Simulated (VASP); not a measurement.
Wanted: the native input for a VASP 6.6.1 run.

| Property | Result |
| --- | --- |
| Task | single point |
| Functional | PBEsol |
| Potentials or basis | VASP PAW PBE potentials, release 64 (B, N) |
| Cutoff | 520 eV |
| k mesh | 12 × 12 × 4 |
| Occupations | gaussian, width 0.05 eV |
| Spin | no spin polarisation |
| Dipole correction | no |
| Further INCAR settings | ALGO = Normal; EDIFF = 1e-07; NBANDS = 16 |

The structure of BN lies in POSCAR:

```
BN
1.0
    2.6052679374      0.0000000000      0.0000000000
   -1.3026339687      2.2562282174      0.0000000000
    0.0000000000      0.0000000000      6.8083467008
B N
2 2
Direct
    0.3333333333      0.6666666667      0.2500000000
    0.6666666667      0.3333333333      0.7500000000
    0.3333333333      0.6666666667      0.7500000000
    0.6666666667      0.3333333333      0.2500000000
```

This cell differs from its parent crystal: volume 10.005 Å^3 an atom, c/a of the conventional cell 2.6133.

These files were run (other wordings do the same):

INCAR

```
PREC = Accurate ; ENCUT = 520
EDIFF = 1E-7 ; ISMEAR = 0
SIGMA = 0.05 ; LREAL = False
LASPH = True ; NELM = 80
ALGO = Normal ; ISIF = 2
LWAVE = False ; LCHARG = True
GGA = PS ; LELF = True
LVHAR = True ; NBANDS = 16
```

KPOINTS

```
regular mesh
0
Gamma
  12 12 4
```

Potentials or basis: VASP PAW PBE potentials, release 64 (B, N).

Run with:

```console
$ cat potpaw_PBE.64/B/POTCAR potpaw_PBE.64/N/POTCAR > POTCAR
$ mpirun -np 1 vasp_std > vasp.out
```

Results of the run:

```
Pressure               : -23.0 GPa
Band gap on the k mesh : 4.01 eV, indirect (least direct gap 4.29 eV)
```

Caveat: the PAW data sets were made with another functional, which shifts forces and pressure a little; this functional lacks dispersion, which binds the layers, so the pressure and a relaxed spacing across them are unreliable.

Wall time 35 s on 1 thread of Intel(R) Xeon(R) Platinum 8559C (Emerald Rapids), with other jobs on the host, peak memory 0.16 GiB.
